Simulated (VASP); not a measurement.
Set up this calculation in VASP 6.6.1, as the native input.

```yaml
Task: single point
Functional: r2SCAN
Potentials_or_basis: VASP PAW PBE potentials, release 64 (Al, Cu)
Cutoff: 520 eV
k_mesh: 16 × 16 × 16
Occupations: gaussian, width 0.15 eV
Spin: no spin polarisation
Dipole_correction: no
Further_INCAR_settings: ALGO = Normal; EDIFF = 1e-06; NBANDS = 16
```

The system is Al2Cu.

```
Al Cu
1.0
    -2.02736    2.02736    2.86699
     2.02736   -2.02736    2.86699
     2.02736    2.02736   -2.86699
Al Cu
2 1
Direct
  0.75000 0.25000 0.50000
  0.25000 0.75000 0.50000
  0.50000 0.50000 0.00000
```

These files were run (other wordings do the same):

POSCAR

```
Al2Cu
1.0
   -2.0273575168      2.0273575168      2.8669875134
    2.0273575168     -2.0273575168      2.8669875134
    2.0273575168      2.0273575168     -2.8669875134
Al Cu
2 1
Direct
    0.7500000000      0.2500000000      0.5000000000
    0.2500000000      0.7500000000      0.5000000000
    0.5000000000      0.5000000000      0.0000000000
```

INCAR.step1

```
PREC     = Accurate       # precision mode
ENCUT    = 520            # plane-wave cutoff, eV
ISMEAR   = 0              # smearing method
SIGMA    = 0.15           # smearing width, eV
LREAL    = False          # projectors in reciprocal space
LASPH    = True           # aspherical terms in the spheres
NELM     = 100            # most SCF steps
NBANDS   = 16             # bands
GGA      = PE             # functional
ALGO     = Normal         # electronic algorithm
EDIFF    = 1E-4           # SCF threshold, eV
LWAVE    = True           # write WAVECAR
LCHARG   = False          # write CHGCAR
```

INCAR.step2

```
PREC     = Accurate       # precision mode
ENCUT    = 520            # plane-wave cutoff, eV
EDIFF    = 1E-6           # SCF threshold, eV
ISMEAR   = 0              # smearing method
SIGMA    = 0.15           # smearing width, eV
LREAL    = False          # projectors in reciprocal space
LASPH    = True           # aspherical terms in the spheres
NELM     = 100            # most SCF steps
ALGO     = Normal         # electronic algorithm
ISIF     = 2              # what is computed and relaxed
LWAVE    = False          # write WAVECAR
LCHARG   = False          # write CHGCAR
METAGGA  = R2SCAN         # meta-GGA
LMIXTAU  = True         
NBANDS   = 16             # bands
ISTART   = 1
```

KPOINTS

```
Automatic mesh
0
Gamma
  16 16 16
```

Potentials or basis: VASP PAW PBE potentials, release 64 (Al, Cu).

Run with:

```console
$ cat potpaw_PBE.64/Al/POTCAR potpaw_PBE.64/Cu/POTCAR > POTCAR
$ cp INCAR.step1 INCAR
$ mpirun -np 1 vasp_std > vasp.out
$ cp INCAR.step2 INCAR
$ mpirun -np 1 vasp_std > vasp.out
```

Results of the run:

| Item | Value |
| --- | --- |
| Pressure | -0.1 GPa |
| Band gap on the k mesh | zero (an odd number of electrons rules out a gap without spin polarisation) |

Caveat: the PAW data sets were made with another functional, which shifts forces and pressure a little.

Run time: 17 min on 1 thread of Oxide Virtual Turin-like Processor, with other jobs on the host, peak memory 0.34 GiB.
